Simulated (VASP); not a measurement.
Here is a VASP 6.6.1 calculation.

Contents of INCAR:

```
ALGO = Normal
EDIFF = 1E-6
ENCUT = 520
GGA = PE
ISIF = 2
ISMEAR = -1
LASPH = True
LCHARG = False
LREAL = False
LWAVE = False
NBANDS = 13
NELM = 60
PREC = Accurate
SIGMA = 0.1
```

The input KPOINTS:

```
k-points
0
Gamma
  12 12 12
```

File POSCAR:

```
Pb
1.0
    3.1414445647      0.0000000000      0.0000000000
    0.0000000000      3.1414445647      0.0000000000
    0.0000000000      0.0000000000      3.1414445647
Pb
1
Direct
    0.0000000000      0.0000000000      0.0000000000
```

Potentials or basis: VASP PAW PBE potentials, release 64 (Pb_d).

Run with:

```bash
$ cat potpaw_PBE.64/Pb_d/POTCAR > POTCAR
$ mpirun -np 1 vasp_std > vasp.out
```

**Question.** Estimate the pressure.

**Answer.** 4.8 GPa.

**Question.** What does it give for the band gap on the k mesh?

**Answer.** Zero (band 7 reaches 12.04 eV, above the bottom of band 8 at 4.79 eV).

Caveat: spin-orbit coupling is left out, which moves the levels of the heavy elements.
